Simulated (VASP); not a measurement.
# Al2O3 (R-3c) in VASP: notebook

Al2O3 is run at these levels: PBE; tasks: single point, relaxation of the atoms.

All numbers are computed with VASP 6.6.1; they aren't measurements. Logs are shortened: lines on timing, memory, paths and dates and some standing lists are left out, and cuts for length are marked.

## 1. The cell of the first run

The structure is trigonal, space group R-3c (No. 167). Conventional cell: a = 4.760 Å, b = 4.760 Å, c = 12.996 Å, α = 90.00°, β = 90.00°, γ = 120.00°. Within 2.5 Å of Al (site symmetry 3) lie 6 O at 1.86 to 1.97 Å. O (site symmetry 2) has 4 Al at 1.86 to 1.97 Å within 2.5 Å.

## 2. Single point, PBE

File INCAR:

```
SYSTEM = Al2O3
  ALGO = Normal
  EDIFF = 1E-6
  ENCUT = 520
  GGA = PE
  ISIF = 2
  ISMEAR = 0
  LASPH = .TRUE.
  LCHARG = .FALSE.
  LREAL = .FALSE.
  LWAVE = .FALSE.
  NBANDS = 35
  NELM = 60
  PREC = Accurate
  SIGMA = 0.01
```

File KPOINTS:

```
k-points
0
G
  5 5 5
  0 0 0
```

File POSCAR:

```
Al2O3
1.0
    2.3802500000      1.3742379782      4.3318666667
   -2.3802500000      1.3742379782      4.3318666667
    0.0000000000     -2.7484759565      4.3318666667
Al O
4 6
Direct
    0.3520487209      0.3520487209      0.3520487209
    0.1479512791      0.1479512791      0.1479512791
    0.6479512791      0.6479512791      0.6479512791
    0.8520487209      0.8520487209      0.8520487209
    0.5564903438      0.9435096562      0.2500000000
    0.2500000000      0.5564903438      0.9435096562
    0.9435096562      0.2500000000      0.5564903438
    0.4435096562      0.0564903438      0.7500000000
    0.7500000000      0.4435096562      0.0564903438
    0.0564903438      0.7500000000      0.4435096562
```

Potentials or basis: VASP PAW PBE potentials, release 64 (Al, O).

Run with:

```sh
$ cat potpaw_PBE.64/Al/POTCAR potpaw_PBE.64/O/POTCAR > POTCAR
$ mpirun -np 1 vasp_std > vasp.out
```

OUTCAR:

```text
SYSTEM = Al2O3
   EDIFF = 1E-6
   ENCUT = 520
   GGA = PE
   ISIF = 2
   ISMEAR = 0
   LASPH = .TRUE.
   LREAL = .FALSE.
   NELM = 60
   PREC = Accurate

 ion  position               nearest neighbor table
   1  0.352  0.352  0.352-   9 1.86  10 1.86   8 1.86   7 1.97   5 1.97   6 1.97   2 2.65   3 2.79
                             3 2.79   3 2.79   2 3.22   2 3.22   2 3.22
   2  0.148  0.148  0.148-  10 1.86   9 1.86   8 1.86   6 1.97   5 1.97   7 1.97   1 2.65   4 2.79
                             4 2.79   4 2.79   1 3.22   1 3.22   1 3.22
   3  0.648  0.648  0.648-   6 1.86   7 1.86   5 1.86  10 1.97   8 1.97   9 1.97   4 2.65   1 2.79
                             1 2.79   1 2.79   4 3.22   4 3.22   4 3.22
   4  0.852  0.852  0.852-   7 1.86   6 1.86   5 1.86   9 1.97   8 1.97  10 1.97   3 2.65   2 2.79
                             2 2.79   2 2.79   3 3.22   3 3.22   3 3.22
   5  0.556  0.944  0.250-   3 1.86   4 1.86   1 1.97   2 1.97
   6  0.250  0.556  0.944-   3 1.86   4 1.86   2 1.97   1 1.97
   7  0.944  0.250  0.556-   4 1.86   3 1.86   1 1.97   2 1.97
   8  0.444  0.056  0.750-   1 1.86   2 1.86   3 1.97   4 1.97
   9  0.750  0.444  0.056-   1 1.86   2 1.86   4 1.97   3 1.97
  10  0.056  0.750  0.444-   2 1.86   1 1.86   3 1.97   4 1.97

  LATTYP: Found a trigonal (rhomboedric) cell.
 ALAT       =     5.1302230849
 COS(alpha) =     0.5694707703

  Lattice vectors:

 A1 = (   2.3802500000,   1.3742379782,   4.3318666667)
 A2 = (  -2.3802500000,   1.3742379782,   4.3318666667)
 A3 = (   0.0000000000,  -2.7484759565,   4.3318666667)

Analysis of symmetry for initial positions (statically):
=====================================================================
 Subroutine PRICEL returns:
 Original cell was already a primitive cell.

 Routine SETGRP: Setting up the symmetry group for a
 trigonal (rhombohedral) supercell.

 Subroutine GETGRP returns: Found 12 space group operations
 (whereof  6 operations were pure point group operations)
 out of a pool of 12 trial point group operations.

The static configuration has the point symmetry S_6 .
 The point group associated with its full space group is D_3d.

Analysis of symmetry for dynamics (positions and initial velocities):
=====================================================================
 Subroutine PRICEL returns:
 Original cell was already a primitive cell.

 Routine SETGRP: Setting up the symmetry group for a
 trigonal (rhombohedral) supercell.

[... 122 lines left out ...]
   ISYM   =      2    0-nonsym 1-usesym 2-fastsym
   POTIM  = 0.5000    time-step for ionic-motion
   TEBEG  =    0.0;   TEEND  =   0.0 temperature during run
   PSTRESS=    0.0 pullay stress
   NELECT =      48.0000    total number of electrons
   NUPDOWN=      -1.0000    fix difference up-down
   EMIN   =  10.00;   EMAX   =-10.00  energy-range for DOS
   EFERMI =   0.00;   METHOD = LEGACY
   ISMEAR =     0;   SIGMA  =   0.01  broadening in eV -4-tet -1-fermi 0-gaus
   EFERMI_NEDOS =   21; number of points for ismear=-14 and -15
   IALGO  =     38    algorithm
   IMIX   =      4    mixing-type and parameters
     AMIX     =   0.40;   BMIX     =  1.00
     AMIX_MAG =   1.60;   BMIX_MAG =  1.00
  volume/ion in A,a.u.               =       8.50        57.37
  Fermi-wavevector in a.u.,A,eV,Ry     =   1.353064  2.556920 24.909299  1.830782
  Thomas-Fermi vector in A             =   2.480350
   LORBIT       =      0    0 simple, 1 ext, 2 COOP (PROOUT), +10 PAW based schemes
   GGA     = PE    functional components
   LHFCALC =     F    Hartree Fock is set to
   AEXX    =    0.0000 exact exchange contribution
   IVDW    =     0    specifies the selected vdW correction
   LEPSILON=     F    determine dielectric tensor
   LRPA    =     F    only Hartree local field effects (RPA)
 non-spin polarized calculation
 Gauss-broadening in eV      SIGMA  =   0.01
  energy-cutoff  :      520.00
  volume of cell :       85.02
 maximum number of plane-waves:      2304
 NGX is ok and might be reduce to    40
   NGX = 19   NGY = 19   NGZ = 19

 number of electron      48.0000013 magnetization

 Free energy of the ion-electron system (eV)
  ---------------------------------------------------
  ext. energy  EPLUGINS =         0.00000000
  ---------------------------------------------------
  free energy    TOTEN  =       -74.75255029 eV

  energy without entropy =      -74.75255029  energy(sigma->0) =      -74.75255029

 E-fermi :   6.2341     XC(G=0): -11.6852

 val. band max:        6.1375393698   @ k =   0.0000   0.0000   0.0000
 cond. band min:      12.3587272128   @ k =   0.0000   0.0000   0.0000
 fundamental gap:      6.2211878430
 Fermi energy:         6.2341194822

 k-point     1 :       0.0000    0.0000    0.0000
  band No.  band energies     occupation
      1     -13.1054      2.00000
      2     -10.7716      2.00000
      3     -10.4915      2.00000
      4     -10.4915      2.00000
      5     -10.1751      2.00000
      6     -10.1751      2.00000
[... 711 lines left out ...]
     34      19.3375      0.00000
     35      20.3153      0.00000

------------------------ aborting loop because EDIFF is reached ----------------------------------------

  FORCE on cell =-STRESS in cart. coord.  units (eV):
  Direction    XX          YY          ZZ          XY          YZ          ZX
  --------------------------------------------------------------------------------------
  -------------------------------------------------------------------------------------
  Total        3.9207470      3.9207470      3.6326582      0.0000000     -0.0000000      0.0000000
  in kB       73.8870872     73.8870872     68.4580092      0.0000000     -0.0000000      0.0000000
  external PRESSURE =      72.0773946 kB  Pullay stress =       0.0000000 kB

 VOLUME and BASIS-vectors are now :
 -----------------------------------------------------------------------------
  energy-cutoff  :      520.00
  volume of cell :       85.02
      direct lattice vectors                 reciprocal lattice vectors
     2.380250000  1.374237978  4.331866667     0.210061968  0.121279334  0.076949121
    -2.380250000  1.374237978  4.331866667    -0.210061968  0.121279334  0.076949121
     0.000000000 -2.748475957  4.331866667     0.000000000 -0.242558668  0.076949121

 POSITION                                       TOTAL-FORCE (eV/Angst)
 -----------------------------------------------------------------------------------
      0.00000     -0.00000      4.57508        -0.000000     -0.000000      0.002653
      0.00000     -0.00000      1.92272        -0.000000      0.000000     -0.002653
      0.00000     -0.00000      8.42052        -0.000000      0.000000     -0.002653
      0.00000     -0.00000     11.07288        -0.000000     -0.000000      0.002653
     -0.92120      1.37424      7.58077        -0.000390      0.000000      0.000000
     -0.72952     -1.48490      7.58077         0.000195     -0.000337      0.000000
      1.65073      0.11067      7.58077         0.000195      0.000337      0.000000
      0.92120     -1.37424      5.41483         0.000390      0.000000      0.000000
      0.72952      1.48490      5.41483        -0.000195      0.000337      0.000000
     -1.65073     -0.11067      5.41483        -0.000195     -0.000337      0.000000
 -----------------------------------------------------------------------------------
    total drift:                                0.000000     -0.000000      0.000000

  FREE ENERGIE OF THE ION-ELECTRON SYSTEM (eV)
  ---------------------------------------------------
  free  energy   TOTEN  =       -74.7525502892 eV

  energy  without entropy=      -74.7525502892  energy(sigma->0) =      -74.75255029
```

OSZICAR:

```text
N       E                     dE             d eps       ncg     rms          rms(c)
DAV:   1     0.231048035887E+03    0.23105E+03   -0.25535E+04  1330   0.131E+03
DAV:   2    -0.699119482844E+02   -0.30096E+03   -0.29087E+03  1730   0.289E+02
DAV:   3    -0.827129665006E+02   -0.12801E+02   -0.12758E+02  1713   0.603E+01
DAV:   4    -0.828123962808E+02   -0.99430E-01   -0.99374E-01  1612   0.612E+00
DAV:   5    -0.828136129269E+02   -0.12166E-02   -0.12164E-02  1684   0.676E-01    0.176E+01
DAV:   6    -0.746882049399E+02    0.81254E+01   -0.28309E+01  1611   0.284E+01    0.597E+00
DAV:   7    -0.747289015444E+02   -0.40697E-01   -0.85585E-01  1628   0.458E+00    0.329E+00
DAV:   8    -0.747480965634E+02   -0.19195E-01   -0.85001E-02  1545   0.223E+00    0.689E-01
DAV:   9    -0.747519306479E+02   -0.38341E-02   -0.21778E-02  1740   0.798E-01    0.316E-01
DAV:  10    -0.747525829861E+02   -0.65234E-03   -0.78405E-04  1478   0.167E-01    0.741E-02
DAV:  11    -0.747525478832E+02    0.35103E-04   -0.35141E-04  1684   0.107E-01    0.227E-02
DAV:  12    -0.747525507562E+02   -0.28730E-05   -0.19340E-05  1518   0.264E-02    0.556E-03
DAV:  13    -0.747525502892E+02    0.46696E-06   -0.30151E-06  1636   0.963E-03
   1 F= -.74752550E+02 E0= -.74752550E+02  d E =-.139556E-44
```

stdout:

```text
POSCAR found type information on POSCAR AlO
 POSCAR found :  2 types and      10 ions
 scaLAPACK will be used
 LDA part: xc-table for (Slater+PW92), standard interpolation
 POSCAR, INCAR and KPOINTS ok, starting setup
 FFT: planning ... GRIDC
 FFT: planning ... GRID_SOFT
 FFT: planning ... GRID
 WAVECAR not read
 entering main loop
```

Wall time 25 s (1 thread of Intel Xeon 6975P-C (Granite Rapids), shared host); peak memory 0.23 GiB.

Results:

```
Free energy            : -74.7526 eV
Pressure               : 7.2 GPa
Band gap on the k mesh : 6.22 eV, direct
```

Forces on the atoms (eV/Å):
```
Al   0.000  0.000  0.003
Al   0.000  0.000 -0.003
Al   0.000  0.000 -0.003
Al   0.000  0.000  0.003
O    0.000  0.000  0.000
O    0.000  0.000  0.000
O    0.000  0.000  0.000
O    0.000  0.000  0.000
O    0.000  0.000  0.000
O    0.000  0.000  0.000
```

Stress tensor (GPa, compression positive):
```
7.39 0.00 0.00
0.00 7.39 0.00
0.00 0.00 6.85
```

Levels at points of the mesh, in eV from the valence-band top:
```csv
k point,band 22,band 23,band 24,band 25,band 26,band 27
"(0.00, 0.00, 0.00)",-0.04,-0.04,0.00,6.22,9.14,10.74
```

(Part 1 of 2 ends here.)
